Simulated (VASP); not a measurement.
# Pb in VASP: further runs, part 2 of 2

VASP 6.6.1. Earlier steps stand in the parts before.

## 3. Single point, PBEsol (strain +0.050 along x and y, +0.050 along z)

Input file INCAR:

```
  PREC = Accurate
  ENCUT = 520
  EDIFF = 1E-6
  ISMEAR = 0
  SIGMA = 0.15
  LREAL = False
  LASPH = True
  NELM = 100
  ALGO = Normal
  ISIF = 2
  LWAVE = False
  LCHARG = True
  GGA = PS
  LELF = True
  LVHAR = True
  NBANDS = 13
```

Input file KPOINTS:

```
regular mesh
0
Gamma
  16 16 16
```

Input file POSCAR:

```
Pb
1.0
    0.0000000000      2.5932900000      2.5932900000
    2.5932900000      0.0000000000      2.5932900000
    2.5932900000      2.5932900000      0.0000000000
Pb
1
Direct
    0.0000000000      0.0000000000      0.0000000000
```

Potentials or basis: VASP PAW PBE potentials, release 64 (Pb_d).

Command:

```console
> cat potpaw_PBE.64/Pb_d/POTCAR > POTCAR
> mpirun -np 1 vasp_std > vasp.out
```

OUTCAR:

```text
PREC = Accurate
   ENCUT = 520
   EDIFF = 1E-6
   ISMEAR = 0
   LREAL = False
   LASPH = True
   NELM = 100
   ISIF = 2
   GGA = PS

 ion  position               nearest neighbor table
   1  0.000  0.000  0.000-

  LATTYP: Found a face centered cubic cell.
 ALAT       =     5.1865800000

  Lattice vectors:

 A1 = (   0.0000000000,   2.5932900000,   2.5932900000)
 A2 = (   2.5932900000,   0.0000000000,   2.5932900000)
 A3 = (   2.5932900000,   2.5932900000,   0.0000000000)

Analysis of symmetry for initial positions (statically):
=====================================================================
 Subroutine PRICEL returns:
 Original cell was already a primitive cell.

 Routine SETGRP: Setting up the symmetry group for a
 face centered cubic supercell.

 Subroutine GETGRP returns: Found 48 space group operations
 (whereof 48 operations were pure point group operations)
 out of a pool of 48 trial point group operations.

The static configuration has the point symmetry O_h .

Analysis of symmetry for dynamics (positions and initial velocities):
=====================================================================
 Subroutine PRICEL returns:
 Original cell was already a primitive cell.

 Routine SETGRP: Setting up the symmetry group for a
 face centered cubic supercell.

 Subroutine GETGRP returns: Found 48 space group operations
 (whereof 48 operations were pure point group operations)
 out of a pool of 48 trial point group operations.

The dynamic configuration has the point symmetry O_h .

 Subroutine INISYM returns: Found 48 space group operations
 (whereof 48 operations are pure point group operations),
 and found     1 'primitive' translations

----------------------------------------------------------------------------------------

                                     Primitive cell

  volume of cell :      34.8805

  direct lattice vectors                    reciprocal lattice vectors
     0.000000000  2.593290000  2.593290000    -0.192805278  0.192805278  0.192805278
     2.593290000  0.000000000  2.593290000     0.192805278 -0.192805278  0.192805278
     2.593290000  2.593290000  0.000000000     0.192805278  0.192805278 -0.192805278

  length of vectors
     3.667465889  3.667465889  3.667465889     0.333948538  0.333948538  0.333948538

  position of ions in fractional coordinates (direct lattice)
     0.000000000  0.000000000  0.000000000

  ion indices of the primitive-cell ions
   primitive index   ion index
                 1           1

----------------------------------------------------------------------------------------

 KPOINTS: regular mesh

Automatic generation of k-mesh.
 Grid dimensions read from file:
 generate k-points for:   16   16   16

 Generating k-lattice:

  Cartesian coordinates                     Fractional coordinates (reciprocal lattice)
    -0.012050330  0.012050330  0.012050330     0.062500000  0.000000000  0.000000000
     0.012050330 -0.012050330  0.012050330     0.000000000  0.062500000  0.000000000
     0.012050330  0.012050330 -0.012050330     0.000000000  0.000000000  0.062500000

  Length of vectors
     0.020871784  0.020871784  0.020871784

  Shift w.r.t. Gamma in fractional coordinates (k-lattice)
     0.000000000  0.000000000  0.000000000

 Subroutine IBZKPT returns following result:
 ===========================================

 Found    145 irreducible k-points:

 Following reciprocal coordinates:
            Coordinates               Weight
  0.000000  0.000000  0.000000      1.000000
  0.062500  0.000000  0.000000      8.000000
  0.125000  0.000000  0.000000      8.000000
  0.187500  0.000000  0.000000      8.000000
  0.250000  0.000000  0.000000      8.000000
  0.312500  0.000000  0.000000      8.000000
[... 16 lines left out ...]
 -0.125000  0.062500  0.000000     24.000000
 -0.062500  0.062500  0.000000     12.000000
 [... further k-points ...]
   k-points           NKPTS =    145   k-points in BZ     NKDIM =    145   number of bands    NBANDS=     13
   number of dos      NEDOS =    301   number of ions     NIONS =      1
   total plane-waves  NPLWV =  21952
   dimension x,y,z NGX =    28 NGY =   28 NGZ =   28
   dimension x,y,z NGXF=    56 NGYF=   56 NGZF=   56
   ions per type =               1
   NGX,Y,Z   is equivalent  to a cutoff of  12.69, 12.69, 12.69 a.u.
   NGXF,Y,Z  is equivalent  to a cutoff of  25.38, 25.38, 25.38 a.u.
 SYSTEM =  unknown system
   PREC   = accura    normal or accurate (medium, high low for compatibility)
   ISTART =      0    job   : 0-new  1-cont  2-samecut
   ICHARG =      2    charge: 1-file 2-atom 10-const
   ISPIN  =      1    spin polarized calculation?
   LNONCOLLINEAR =      F non collinear calculations
   LSORBIT =      F    spin-orbit coupling
   LASPH  =      T    aspherical Exc in radial PAW
   ENCUT  =  520.0 eV  38.22 Ry    6.18 a.u.   6.82  6.82  6.82*2*pi/ulx,y,z
   NELM   =    100;   NELMIN=  2; NELMDL= -5     # of ELM steps
   EDIFF  = 0.1E-05   stopping-criterion for ELM
   LREAL  =      F    real-space projection
   EDIFFG = 0.1E-04   stopping-criterion for IOM
   NSW    =      0    number of steps for IOM
   IBRION =     -1    ionic relax: 0-MD 1-quasi-New 2-CG
   NFREE  =      0    steps in history (QN), initial steepest desc. (CG)
   ISIF   =      2    stress and relaxation
   ISYM   =      2    0-nonsym 1-usesym 2-fastsym
   POTIM  = 0.5000    time-step for ionic-motion
   TEBEG  =    0.0;   TEEND  =   0.0 temperature during run
   PSTRESS=    0.0 pullay stress
   NELECT =      14.0000    total number of electrons
   NUPDOWN=      -1.0000    fix difference up-down
   EMIN   =  10.00;   EMAX   =-10.00  energy-range for DOS
   EFERMI =   0.00;   METHOD = LEGACY
   ISMEAR =     0;   SIGMA  =   0.15  broadening in eV -4-tet -1-fermi 0-gaus
   EFERMI_NEDOS =   21; number of points for ismear=-14 and -15
   IALGO  =     38    algorithm
   IMIX   =      4    mixing-type and parameters
     AMIX     =   0.40;   BMIX     =  1.00
     AMIX_MAG =   1.60;   BMIX_MAG =  1.00
  volume/ion in A,a.u.               =      34.88       235.39
  Fermi-wavevector in a.u.,A,eV,Ry     =   1.207600  2.282033 19.841344  1.458298
  Thomas-Fermi vector in A             =   2.343233
   LORBIT       =      0    0 simple, 1 ext, 2 COOP (PROOUT), +10 PAW based schemes
   GGA     = PS    functional components
   LHFCALC =     F    Hartree Fock is set to
   AEXX    =    0.0000 exact exchange contribution
   IVDW    =     0    specifies the selected vdW correction
   LEPSILON=     F    determine dielectric tensor
   LRPA    =     F    only Hartree local field effects (RPA)
 non-spin polarized calculation
 Gauss-broadening in eV      SIGMA  =   0.15
  energy-cutoff  :      520.00
  volume of cell :       34.88
 maximum number of plane-waves:       960
   NGX = 13   NGY = 13   NGZ = 13

 number of electron      13.9999999 magnetization

 Free energy of the ion-electron system (eV)
  ---------------------------------------------------
  ext. energy  EPLUGINS =         0.00000000
  ---------------------------------------------------
  free energy    TOTEN  =        -3.91474756 eV

  energy without entropy =       -3.90744972  energy(sigma->0) =       -3.91109864

 E-fermi :   5.6708     XC(G=0):  -9.6868

 val. band max:        5.6001101083   @ k =   0.3750   0.3125   0.0625
 cond. band min:       5.6879677841   @ k =  -0.2500   0.0625   0.0000
 fundamental gap:      0.0878576757
 Fermi energy:         5.6707832693

 k-point     1 :       0.0000    0.0000    0.0000
  band No.  band energies     occupation
      1     -11.2821      2.00000
      2     -11.2821      2.00000
      3     -11.2821      2.00000
      4     -11.1912      2.00000
      5     -11.1912      2.00000
      6      -5.2580      2.00000
      7      11.9948      0.00000
      8      11.9948      0.00000
      9      11.9948      0.00000
     10      15.2207      0.00000
     11      15.2773      0.00000
     12      17.1460      0.00000
     13      17.1460      0.00000

 k-point     2 :       0.0625    0.0000    0.0000
  band No.  band energies     occupation
      1     -11.2819      2.00000
      2     -11.2783      2.00000
      3     -11.2783      2.00000
      4     -11.1914      2.00000
      5     -11.1914      2.00000
      6      -5.1934      2.00000
      7      11.1520      0.00000
      8      11.9150      0.00000
      9      11.9150      0.00000
     10      14.9625      0.00000
     11      15.7595      0.00000
[... 339 lines left out ...]
 k-point    24 :      -0.0625    0.0625    0.0000
  band No.  band energies     occupation
      1     -11.2833      2.00000
      2     -11.2737      2.00000
      3     -11.2694      2.00000
      4     -11.1953      2.00000
      5     -11.1875      2.00000
      6      -5.0861      2.00000
      7      10.3721      0.00000
      8      11.2547      0.00000
      9      12.0330      0.00000
     10      14.8809      0.00000
     11      16.0554      0.00000
     12      17.2434      0.00000
     13      18.0123      0.00000

 [... further k-points ...]
[... 5 lines left out ...]
  --------------------------------------------------------------------------------------
  -------------------------------------------------------------------------------------
  Total       -1.1058927     -1.1058927     -1.1058927     -0.0000000      0.0000000     -0.0000000
  in kB      -50.7972660    -50.7972660    -50.7972660     -0.0000000      0.0000000     -0.0000000
  external PRESSURE =     -50.7972660 kB  Pullay stress =       0.0000000 kB

 VOLUME and BASIS-vectors are now :
 -----------------------------------------------------------------------------
  energy-cutoff  :      520.00
  volume of cell :       34.88
      direct lattice vectors                 reciprocal lattice vectors
     0.000000000  2.593290000  2.593290000    -0.192805278  0.192805278  0.192805278
     2.593290000  0.000000000  2.593290000     0.192805278 -0.192805278  0.192805278
     2.593290000  2.593290000  0.000000000     0.192805278  0.192805278 -0.192805278

 POSITION                                       TOTAL-FORCE (eV/Angst)
 -----------------------------------------------------------------------------------
      0.00000      0.00000      0.00000         0.000000      0.000000      0.000000
 -----------------------------------------------------------------------------------
    total drift:                               -0.000000     -0.000000     -0.000000

  FREE ENERGIE OF THE ION-ELECTRON SYSTEM (eV)
  ---------------------------------------------------
  free  energy   TOTEN  =        -3.9147475578 eV

  energy  without entropy=       -3.9074497187  energy(sigma->0) =       -3.91109864
```

Wall time 25 s (1 thread of Intel Xeon 6975P-C (Granite Rapids), shared host); peak memory 0.19 GiB.

What came out:

| Quantity | Value |
| --- | --- |
| Free energy | -3.9147 eV |
| Pressure | -5.1 GPa |
| Band gap on the k mesh | zero (band 7 reaches 11.99 eV, above the bottom of band 8 at 4.24 eV) |

Caveat: the cell differs from its parent crystal (strain +0.050 along x and y, +0.050 along z); the PAW data sets were made with another functional, which shifts forces and pressure a little; spin-orbit coupling is left out, which moves the levels of the heavy elements.

## 4. Single point, PBEsol (strain +0.000 along x and y, +0.025 along z)

Input file INCAR:

```
PREC = Accurate
ENCUT = 520
EDIFF = 1E-6
ISMEAR = 0
SIGMA = 0.15
LREAL = False
LASPH = True
NELM = 60
ALGO = Fast
ISIF = 2
LWAVE = False
LCHARG = False
GGA = PS
NBANDS = 13
```

Input file KPOINTS:

```
Automatic mesh
0
Gamma
  16 16 16
```

Input file POSCAR:

```
Pb
1.0
    0.0000000000      2.4698000000      2.5315450000
    2.4698000000      0.0000000000      2.5315450000
    2.4698000000      2.4698000000      0.0000000000
Pb
1
Direct
    0.0000000000      0.0000000000      0.0000000000
```

Command:

```console
> cat potpaw_PBE.64/Pb_d/POTCAR > POTCAR
> mpirun -np 1 vasp_std > vasp.out
```

It took 82 s on 1 thread of Intel Xeon 6975P-C (Granite Rapids), shared host; peak memory 0.25 GiB.

The run converged. Its results:

```yaml
Free_energy: -3.9995 eV
Pressure: -1.4 GPa
Band_gap_on_the_k_mesh: zero (band 7 reaches 14.15 eV, above the bottom of band 8 at 5.15 eV)
```

Stress tensor (GPa, compression positive):
```
-1.25  0.00  0.00
 0.00 -1.25  0.00
 0.00  0.00 -1.62
```

Levels at points of the mesh, in eV from the Fermi level:
| k point | band 3 | band 4 | band 5 | band 6 | band 7 | band 8 | band 9 | band 10 | band 11 | band 12 |
| --- | --- | --- | --- | --- | --- | --- | --- | --- | --- | --- |
| (0.00, 0.00, 0.00) | -17.01 | -16.90 | -16.87 | -11.68 | 7.22 | 7.22 | 7.25 | 9.72 | 11.04 | 12.30 |
| (0.50, 0.00, 0.00) | -16.99 | -16.76 | -16.75 | -8.16 | -4.17 | 5.22 | 5.63 | 9.20 | 9.21 | 10.91 |
| (0.50, 0.50, 0.00) | -16.76 | -16.72 | -16.72 | -6.97 | -3.38 | 2.18 | 2.18 | 5.45 | 6.73 | 18.37 |
| (0.50, 0.00, 0.50) | -16.76 | -16.73 | -16.71 | -6.70 | -3.18 | 1.80 | 1.97 | 5.18 | 6.47 | 17.92 |

Caveat: the cell differs from its parent crystal (strain +0.000 along x and y, +0.025 along z); the PAW data sets were made with another functional, which shifts forces and pressure a little; spin-orbit coupling is left out, which moves the levels of the heavy elements.

## 5. The runs side by side

```csv
cell,gap on the mesh (eV),pressure (GPa)
"a = 3.580 Å, angles 60.0°, 1 atom",none,-3.2
"a = 3.667 Å, angles 60.0°, 1 atom",none,-5.1
"a = 3.537, b = 3.537, c = 3.493 Å, angles 60.4, 60.4, 59.2°, 1 atom",none,-1.4
```

Alike in all rows: task single point; level PBEsol; potentials or basis VASP PAW PBE potentials, release 64 (Pb_d); no spin polarisation; k mesh 16 × 16 × 16; cutoff (eV) 520; smearing gaussian 0.15 eV.

Caveats: the PAW data sets were made with another functional, which shifts forces and pressure a little; spin-orbit coupling is left out, which moves the levels of the heavy elements.

Total energies depend on the potentials used, so only differences within one code and one set of settings carry meaning.
